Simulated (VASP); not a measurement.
Here is a VASP 6.6.1 calculation.

Contents of POSCAR:

```
HfN
1.0
    0.0000000000      2.4167515932      2.4167515932
    2.4167515932      0.0000000000      2.4167515932
    2.4167515932      2.4167515932      0.0000000000
Hf N
1 1
Direct
    0.0000000000      0.0000000000      0.0000000000
    0.2500000000      0.2500000000      0.2500000000
```

The input INCAR.step1:

```
SYSTEM = HfN
PREC     = Accurate       ! precision mode
ENCUT    = 660            ! plane-wave cutoff, eV
ISMEAR   = -1             ! smearing method
SIGMA    = 0.15           ! smearing width, eV
LREAL    = .False.        ! projectors in reciprocal space
LASPH    = .True.         ! aspherical terms in the spheres
NELM     = 120            ! most SCF steps
NBANDS   = 14             ! bands
GGA      = PE             ! functional
ALGO     = Normal         ! electronic algorithm
EDIFF    = 1E-5           ! SCF threshold, eV
LWAVE    = .True.         ! write WAVECAR
LCHARG   = .False.        ! write CHGCAR
GGA_COMPAT= .False.
```

INCAR.step2

```
SYSTEM = HfN
PREC     = Accurate       ! precision mode
ENCUT    = 660            ! plane-wave cutoff, eV
EDIFF    = 1E-6           ! SCF threshold, eV
ISMEAR   = -1             ! smearing method
SIGMA    = 0.15           ! smearing width, eV
LREAL    = .False.        ! projectors in reciprocal space
LASPH    = .True.         ! aspherical terms in the spheres
NELM     = 120            ! most SCF steps
ALGO     = Normal         ! electronic algorithm
ISIF     = 2              ! what is computed and relaxed
LWAVE    = .False.        ! write WAVECAR
LCHARG   = .False.        ! write CHGCAR
METAGGA  = R2SCAN         ! meta-GGA
LMIXTAU  = .True.       
NBANDS   = 14             ! bands
ISTART   = 1            
GGA_COMPAT= .False.
```

The input KPOINTS:

```
Automatic mesh
0
Gamma
  11 11 11
  0 0 0
```

Potentials or basis: VASP PAW PBE potentials, release 64 (Hf_pv, N).

The run is started by

```console
$ cat potpaw_PBE.64/Hf_pv/POTCAR potpaw_PBE.64/N/POTCAR > POTCAR
$ cp INCAR.step1 INCAR
$ mpirun -np 1 vasp_std > vasp.out
$ cp INCAR.step2 INCAR
$ mpirun -np 1 vasp_std > vasp.out
```

Problem. Predict the band gap on the k mesh.

Solution. Zero (an odd number of electrons rules out a gap without spin polarisation).

Problem. Estimate the pressure.

Solution. 6.7 GPa.

Caveat: the cell stands under pressure; the PAW data sets were made with another functional, which shifts forces and pressure a little; spin-orbit coupling is left out, which moves the levels of the heavy elements.
